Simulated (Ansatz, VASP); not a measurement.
BaS in VASP and in Ansatz

Contents of INCAR:

```
PREC     = Accurate       # precision mode
ENCUT    = 500            # plane-wave cutoff, eV
EDIFF    = 1E-6           # SCF threshold, eV
ISMEAR   = 0              # smearing method
SIGMA    = 0.05           # smearing width, eV
LREAL    = F              # projectors in reciprocal space
LASPH    = T              # aspherical terms in the spheres
NELM     = 120            # most SCF steps
ALGO     = Normal         # electronic algorithm
ISIF     = 2              # what is computed and relaxed
LWAVE    = F              # write WAVECAR
LCHARG   = F              # write CHGCAR
GGA      = PE             # functional
NBANDS   = 15             # bands
GGA_COMPAT= F
```

Contents of KPOINTS:

```
regular mesh
0
Gamma
  12 12 12
```

The input POSCAR:

```
BaS
1.0
    0.0000000000      3.1937500000      3.1937500000
    3.1937500000      0.0000000000      3.1937500000
    3.1937500000      3.1937500000      0.0000000000
Ba S
1 1
Direct
    0.0000000000      0.0000000000      0.0000000000
    0.5000000000      0.5000000000      0.5000000000
```

Input for Ansatz:

```yaml
crystal:
  lattice:
    - [0.0, 3.19375, 3.19375]
    - [3.19375, 0.0, 3.19375]
    - [3.19375, 3.19375, 0.0]
  atoms:
    - { symbol: Ba, position: [0.0, 0.0, 0.0] }
    - { symbol: S, position: [0.5, 0.5, 0.5] }
basis:
  ecutwfc: 420
kpoints:
  mp_grid: { grid: [12, 12, 12] }
hamiltonian:
  xc: pbe
scf:
  occupations: { method: gaussian, width: 0.05 }
output:
  forces: true
  eigenvalues: true
  eigenstates:
    nscf_kmesh: { grid: [32, 32, 32] }
    top_band: c6
    de_dk: true
    localisation: true
  stress: true
checkpoint:
  write: ck
  compress: false
  write_wavefunctions: false
  write_every: 100000
```

Alike in both runs: task single point; functional PBE; k mesh 12 × 12 × 12; occupations gaussian, width 0.05 eV; no spin polarisation.

```csv
,VASP,Ansatz
version,VASP 6.6.1,Ansatz 0.2.0
potentials or method,"VASP PAW PBE potentials, release 64 (Ba_sv, S), cutoff 500 eV","scalar-relativistic, plane waves, PAW"
valence electrons in the cell,16,16
```

Ansatz gave:

| Property | Result |
| --- | --- |
| gap on the k mesh at the Fermi level (eV) | 2.21 |
| pressure (GPa) | 0.8 |

Which values does VASP return?

gap on the k mesh at the Fermi level (eV): 2.11; pressure (GPa): 1.4.

Neither program's run includes spin-orbit coupling.
